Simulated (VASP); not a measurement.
Input of a VASP 6.6.1 run:

INCAR

```
PREC = Accurate ; ENCUT = 520
EDIFF = 1E-6 ; ISMEAR = -1
SIGMA = 0.05 ; LREAL = F
LASPH = T ; NELM = 100
ALGO = Normal ; ISIF = 2
LWAVE = F ; LCHARG = F
NBANDS = 10
```

File KPOINTS:

```
Automatic mesh
0
Gamma
  9 9 9
```

Contents of POSCAR:

```
Cs
1.0
   -3.0225000000      3.0225000000      3.0829500000
    3.0225000000     -3.0225000000      3.0829500000
    3.0225000000      3.0225000000     -3.0829500000
Cs
1
Direct
    0.0000000000      0.0000000000      0.0000000000
```

Potentials or basis: VASP PAW LDA potentials, release 64 (Cs_sv).

Run with:

```console
$ cat potpaw_LDA.64/Cs_sv/POTCAR > POTCAR
$ mpirun -np 1 vasp_std > vasp.out
```

Task: What does it give for the pressure?

Result: -0.3 GPa.

Caveat: the cell differs from its parent crystal (zz strain of +2 %).
